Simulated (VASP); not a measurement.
Input of a VASP 6.6.1 run:

The input INCAR:

```
PREC     = Accurate       # precision mode
ENCUT    = 600            # plane-wave cutoff, eV
EDIFF    = 1E-6           # SCF threshold, eV
ISMEAR   = 0              # smearing method
SIGMA    = 0.1            # smearing width, eV
LREAL    = False          # projectors in reciprocal space
LASPH    = True           # aspherical terms in the spheres
NELM     = 80             # most SCF steps
ALGO     = Normal         # electronic algorithm
ISIF     = 3              # what is computed and relaxed
LWAVE    = False          # write WAVECAR
LCHARG   = False          # write CHGCAR
GGA      = PE             # functional
IBRION   = 2              # ionic algorithm
NSW      = 100            # ionic steps
EDIFFG   = -0.01          # ionic threshold
```

KPOINTS

```
regular mesh
0
Gamma
  21 21 8
```

POSCAR

```
C
1.0
    1.2280479700     -2.1270618200      0.0000000000
    1.2280479700      2.1270618200      0.0000000000
    0.0000000000      0.0000000000      7.1732677600
C
4
Direct
    0.0833794600      0.9166205400      0.7531376000
    0.5833794600      0.4166205400      0.2468624000
    0.9166205400      0.0833794600      0.2468624000
    0.4166205400      0.5833794600      0.7531376000
```

Potentials or basis: VASP PAW PBE potentials, release 64 (C).

Run with:

```sh
$ cat potpaw_PBE.64/C/POTCAR > POTCAR
$ mpirun -np 1 vasp_std > vasp.out
```

(1) Estimate the relaxed cell.

(2) What does it give for the relaxed volume?

(3) Predict the space group after relaxing (to 0.1 Å).

Results:

(1) a = 2.467 Å, b = 2.467 Å, c = 8.196 Å, α = 90.00°, β = 90.00°, γ = 120.00°.

(2) 10.80 Å³/atom.

(3) Fmmm (No. 69).

Caveat: the volume moved by over 15 % at a fixed basis, so the end points are rough; this functional lacks dispersion, which binds the layers, so the pressure and a relaxed spacing across them are unreliable.
